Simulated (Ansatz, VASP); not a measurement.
## Mo3Pb in VASP and in Ansatz

```xyz
4
Lattice="4.1701 0.0000 0.0000 0.0000 4.1701 0.0000 0.0000 0.0000 4.1067" Properties=species:S:1:pos:R:3 pbc="T T T"
Mo    2.0850    2.0850    0.2869
Mo    2.0850    0.0000    1.9643
Mo    0.0000    2.0850    1.9643
Pb    0.0000    0.0000    3.9950
```

Change from the starting cell: the structure that the rattled Cu3Au (L1_2) type (Pm-3m, No. 221) fell into.

Alike in both runs: functional PBE; k mesh 12 × 12 × 12; occupations gaussian, width 0.1 eV; no spin polarisation.

Ansatz relaxed the structure, and its values are those at the end. VASP's run is a single point on that final structure, the one shown.

|  | VASP | Ansatz |
| --- | --- | --- |
| version | VASP 6.6.1 | Ansatz 0.2.0 |
| potentials or method | VASP PAW PBE potentials, release 64 (Mo_sv, Pb_d), cutoff 520 eV | scalar-relativistic, plane waves, PAW |
| valence electrons in the cell | 56 | 56 |

Ansatz gave:

| Property | Result |
| --- | --- |
| gap on the k mesh at the Fermi level (eV) | none |
| pressure (GPa) | 0.0 |
| rms of the force components (eV/Å) | 0.001 |

Estimate VASP's values.

gap on the k mesh at the Fermi level (eV): none; pressure (GPa): 0.3; rms of the force components (eV/Å): 0.007.

A gap of «none» marks a metal or a gap that the smearing closes.

Spin-orbit coupling is off throughout.
